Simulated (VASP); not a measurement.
# TiO2 (I4_1/amd) in VASP: further runs, part 2 of 2

VASP 6.6.1. Earlier steps stand in the parts before.

## (3) Single point, RPBE

This run uses another cell than the first one, of 11.94 Å³/atom.

INCAR reads:

```
PREC = Accurate
ENCUT = 520
EDIFF = 1E-6
ISMEAR = -1
SIGMA = 0.05
LREAL = False
LASPH = True
NELM = 80
ALGO = Normal
ISIF = 2
LWAVE = False
LCHARG = False
GGA = RP
NBANDS = 33
```

KPOINTS reads:

```
Automatic mesh
0
Gamma
  10 10 10
```

POSCAR reads:

```
TiO2
1.0
   -1.9117301561      1.9117301561      4.9020018150
    1.9117301561     -1.9117301561      4.9020018150
    1.9117301561      1.9117301561     -4.9020018150
Ti O
2 4
Direct
    0.7500000000      0.2500000000      0.5000000000
    0.0000000000      0.0000000000      0.0000000000
    0.7942912141      0.7942912141      0.0000000000
    0.5442912141      0.0442912141      0.5000000000
    0.9557087859      0.4557087859      0.5000000000
    0.2057087859      0.2057087859      0.0000000000
```

Potentials or basis: VASP PAW PBE potentials, release 64 (Ti_sv, O).

Launch:

```console
$ cat potpaw_PBE.64/Ti_sv/POTCAR potpaw_PBE.64/O/POTCAR > POTCAR
$ mpirun -np 1 vasp_std > vasp.out
```

OUTCAR:

```text
PREC = Accurate
   ENCUT = 520
   EDIFF = 1E-6
   ISMEAR = -1
   LREAL = False
   LASPH = True
   NELM = 80
   ISIF = 2
   GGA = RP

 ion  position               nearest neighbor table
   1  0.750  0.250  0.500-   3 1.96   6 1.96   3 1.96   6 1.96   5 2.02   4 2.02
   2  0.000  0.000  0.000-   4 1.96   5 1.96   4 1.96   5 1.96   3 2.02   6 2.02
   3  0.794  0.794  0.000-   1 1.96   1 1.96   2 2.02
   4  0.544  0.044  0.500-   2 1.96   2 1.96   1 2.02
   5  0.956  0.456  0.500-   2 1.96   2 1.96   1 2.02
   6  0.206  0.206  0.000-   1 1.96   1 1.96   2 2.02

  LATTYP: Found a body centered tetragonal cell.
 ALAT       =     3.8234603122
 C/A-ratio  =     2.5641703665

  Lattice vectors:

 A1 = (  -1.9117301561,   1.9117301561,   4.9020018150)
 A2 = (   1.9117301561,  -1.9117301561,   4.9020018150)
 A3 = (   1.9117301561,   1.9117301561,  -4.9020018150)

Analysis of symmetry for initial positions (statically):
=====================================================================
 Subroutine PRICEL returns:
 Original cell was already a primitive cell.

[... 183 lines left out ...]
 fundamental gap:      2.1256232547
 Fermi energy:         4.2164604866

 k-point     1 :       0.0000    0.0000    0.0000
  band No.  band energies     occupation
      1     -53.5964      2.00000
      2     -53.5521      2.00000
      3     -29.9180      2.00000
      4     -29.7204      2.00000
      5     -29.7204      2.00000
      6     -29.6658      2.00000
[... 853 lines left out ...]
     32       9.1758      0.00000
     33      10.0393      0.00000

 [... further k-points ...]

------------------------ aborting loop because EDIFF is reached ----------------------------------------

  FORCE on cell =-STRESS in cart. coord.  units (eV):
  Direction    XX          YY          ZZ          XY          YZ          ZX
  --------------------------------------------------------------------------------------
  -------------------------------------------------------------------------------------
  Total        0.2236130      0.2236130      0.2729591      0.0000000     -0.0000000      0.0000000
  in kB        4.9994354      4.9994354      6.1026927      0.0000000     -0.0000000      0.0000000
  external PRESSURE =       5.3671878 kB  Pullay stress =       0.0000000 kB

 VOLUME and BASIS-vectors are now :
 -----------------------------------------------------------------------------
  energy-cutoff  :      520.00
  volume of cell :       71.66
      direct lattice vectors                 reciprocal lattice vectors
    -1.911730156  1.911730156  4.902001815     0.000000000  0.261543188  0.101999146
     1.911730156 -1.911730156  4.902001815     0.261543188  0.000000000  0.101999146
     1.911730156  1.911730156 -4.902001815     0.261543188  0.261543188  0.000000000

 POSITION                                       TOTAL-FORCE (eV/Angst)
 -----------------------------------------------------------------------------------
      0.00000      1.91173      2.45100        -0.000000     -0.000000      0.000000
      0.00000      0.00000      0.00000        -0.000000     -0.000000      0.000000
      0.00000      0.00000      7.78723         0.000000      0.000000     -0.016882
      0.00000      1.91173      0.43423        -0.000000     -0.000000     -0.016882
     -0.00000      1.91173      4.46777         0.000000      0.000000      0.016882
      0.00000      0.00000      2.01677        -0.000000     -0.000000      0.016882
 -----------------------------------------------------------------------------------
    total drift:                               -0.000000      0.000000     -0.000000

  FREE ENERGIE OF THE ION-ELECTRON SYSTEM (eV)
  ---------------------------------------------------
  free  energy   TOTEN  =       -51.4871079144 eV

  energy  without entropy=      -51.4871079143  energy(sigma->0) =      -51.48710791
```

Run time: 4.7 min. Hardware: 1 thread of Intel Xeon Platinum 8488C (Sapphire Rapids), shared host; peak memory 0.37 GiB.

Results:

* Free energy: -51.4871 eV
* Pressure: 0.5 GPa
* Largest force: 0.017 eV/Å
* Band gap on the k mesh: 2.13 eV (least direct gap 2.40 eV)

Forces on the atoms (eV/Å):
```
Ti   0.000  0.000  0.000
Ti   0.000  0.000  0.000
O    0.000  0.000 -0.017
O    0.000  0.000 -0.017
O    0.000  0.000  0.017
O    0.000  0.000  0.017
```

Stress tensor (GPa, compression positive):
```
0.50 0.00 0.00
0.00 0.50 0.00
0.00 0.00 0.61
```

Caveat: the PAW data sets were made with another functional, which shifts forces and pressure a little. A hybrid or GW would open this gap; RPBE tends to underestimate it.

## (4) Single point, BLYP

This run uses another cell than the first one, of 11.96 Å³/atom.

INCAR reads:

```
PREC     = Accurate       # precision mode
ENCUT    = 520            # plane-wave cutoff, eV
EDIFF    = 1E-6           # SCF threshold, eV
ISMEAR   = -1             # smearing method
SIGMA    = 0.05           # smearing width, eV
LREAL    = False          # projectors in reciprocal space
LASPH    = True           # aspherical terms in the spheres
NELM     = 80             # most SCF steps
ALGO     = Normal         # electronic algorithm
ISIF     = 2              # what is computed and relaxed
LWAVE    = False          # write WAVECAR
LCHARG   = True           # write CHGCAR
GGA      = B5             # functional
ALDAX    = 1.0          
AGGAX    = 1.0          
AGGAC    = 1.0          
ALDAC    = 0.0          
LELF     = True           # ELF
LVHAR    = True         
NBANDS   = 33             # bands
```

KPOINTS is that of step 3.

POSCAR reads:

```
TiO2
1.0
   -1.9096784706      1.9096784706      4.9196487146
    1.9096784706     -1.9096784706      4.9196487146
    1.9096784706      1.9096784706     -4.9196487146
Ti O
2 4
Direct
    0.7500000000      0.2500000000      0.5000000000
    0.0000000000      0.0000000000      0.0000000000
    0.7945325256      0.7945325256      0.0000000000
    0.5445325256      0.0445325256      0.5000000000
    0.9554674744      0.4554674744      0.5000000000
    0.2054674744      0.2054674744      0.0000000000
```

Launch:

```console
$ cat potpaw_PBE.64/Ti_sv/POTCAR potpaw_PBE.64/O/POTCAR > POTCAR
$ mpirun -np 1 vasp_std > vasp.out
```

Wall time 5.2 min (1 thread of Intel Xeon Platinum 8488C (Sapphire Rapids), shared host); peak memory 0.38 GiB.

The run converged. Its results:

| Property | Result |
| --- | --- |
| Free energy | -51.7742 eV |
| Pressure | 0.9 GPa |
| Largest force | 0.020 eV/Å |
| Band gap on the k mesh | 2.08 eV (least direct gap 2.36 eV) |

Forces in eV/Å, atoms in the order of the input:
```
Ti   0.000  0.000  0.000
Ti   0.000  0.000  0.000
O    0.000  0.000 -0.020
O    0.000  0.000 -0.020
O    0.000  0.000  0.020
O    0.000  0.000  0.020
```

Levels at points of the mesh, in eV from the valence-band top:
```csv
k point,band 21,band 22,band 23,band 24,band 25,band 26,band 27,band 28
"(0.00, 0.00, 0.00)",-0.82,-0.79,-0.37,-0.37,2.08,2.68,3.86,3.86
"(0.50, 0.00, 0.00)",-1.79,-0.86,-0.81,-0.63,3.09,3.33,3.36,3.41
"(0.50, 0.50, 0.00)",-1.89,-1.89,-0.05,-0.05,3.07,3.07,3.52,3.52
"(0.50, 0.50, 0.50)",-1.21,-1.21,-0.09,-0.09,2.37,2.37,3.56,3.56
```

Caveat: the PAW data sets were made with another functional, which shifts forces and pressure a little.

## (5) Single point, PBEsol

This run uses another cell than the first one, of 11.31 Å³/atom.

INCAR reads:

```
ALGO = Normal
EDIFF = 1E-6
ENCUT = 600
GGA = PS
GGA_COMPAT = F
ISIF = 2
ISMEAR = -1
LASPH = T
LCHARG = F
LREAL = F
LWAVE = F
NBANDS = 33
NELM = 120
PREC = Accurate
SIGMA = 0.05
```

KPOINTS reads:

```
k-points
0
Gamma
  10 10 10
```

POSCAR reads:

```
TiO2
1.0
   -1.8848870458      1.8848870458      4.7758985103
    1.8848870458     -1.8848870458      4.7758985103
    1.8848870458      1.8848870458     -4.7758985103
Ti O
2 4
Direct
    0.7500000000      0.2500000000      0.5000000000
    0.0000000000      0.0000000000      0.0000000000
    0.7924732882      0.7924732882      0.0000000000
    0.5424732882      0.0424732882      0.5000000000
    0.9575267118      0.4575267118      0.5000000000
    0.2075267118      0.2075267118      0.0000000000
```

Launch:

```console
$ cat potpaw_PBE.64/Ti_sv/POTCAR potpaw_PBE.64/O/POTCAR > POTCAR
$ mpirun -np 1 vasp_std > vasp.out
```

It took 10 min on 1 thread of Intel Xeon Platinum 8259CL at 2.50GHz (Skylake/Cascade Lake), shared host; peak memory 0.46 GiB.

The run converged. Its results:

```
Free energy            : -56.2258 eV
Pressure               : 0.5 GPa
Largest force          : 0.019 eV/Å
Band gap on the k mesh : 2.10 eV (least direct gap 2.42 eV)
```

Forces on the atoms (eV/Å):
```
Ti   0.000  0.000  0.000
Ti   0.000  0.000  0.000
O    0.000  0.000 -0.019
O    0.000  0.000 -0.019
O    0.000  0.000  0.019
O    0.000  0.000  0.019
```

Stress tensor (GPa, compression positive):
```
0.49 0.00 0.00
0.00 0.49 0.00
0.00 0.00 0.58
```

Levels at points of the mesh, in eV from the valence-band top:
```tsv
k point	band 20	band 21	band 22	band 23	band 24	band 25	band 26	band 27	band 28	band 29
(0.00, 0.00, 0.00)	-0.78	-0.77	-0.77	-0.46	-0.46	2.10	2.85	4.05	4.05	4.07
(0.50, 0.00, 0.00)	-2.00	-1.98	-0.96	-0.83	-0.64	3.26	3.58	3.59	3.67	4.34
(0.50, 0.50, 0.00)	-2.67	-2.09	-2.09	-0.04	-0.04	3.34	3.34	3.84	3.84	4.96
(0.50, 0.50, 0.50)	-1.36	-1.26	-1.26	-0.10	-0.10	2.46	2.46	3.81	3.81	4.32
```

Caveat: the PAW data sets were made with another functional, which shifts forces and pressure a little.

## (6) Overview

| level | cell | cutoff (eV) | gap on the mesh (eV) | pressure (GPa) | largest force (eV/Å) |
| --- | --- | --- | --- | --- | --- |
| revPBE | a = 5.584 Å, angles 140.0, 140.0, 57.8°, 6 atoms, atomic positions A | 520 | 2.12 | 0.6 | 0.02 |
| RPBE | a = 5.598 Å, angles 140.1, 140.1, 57.8°, 6 atoms, atomic positions B | 520 | 2.13 | 0.5 | 0.02 |
| BLYP | a = 5.612 Å, angles 140.2, 140.2, 57.5°, 6 atoms, atomic positions C | 520 | 2.08 | 0.9 | 0.02 |
| PBEsol | a = 5.469 Å, angles 139.7, 139.7, 58.3°, 6 atoms, atomic positions D | 600 | 2.10 | 0.5 | 0.02 |

Alike in all rows: task single point; potentials or basis VASP PAW PBE potentials, release 64 (Ti_sv, O); no spin polarisation; k mesh 10 × 10 × 10; smearing fermi-dirac 0.05 eV.

Caveats: the PAW data sets were made with another functional, which shifts forces and pressure a little.

Absolute energies hang on the potentials; compare differences alone.
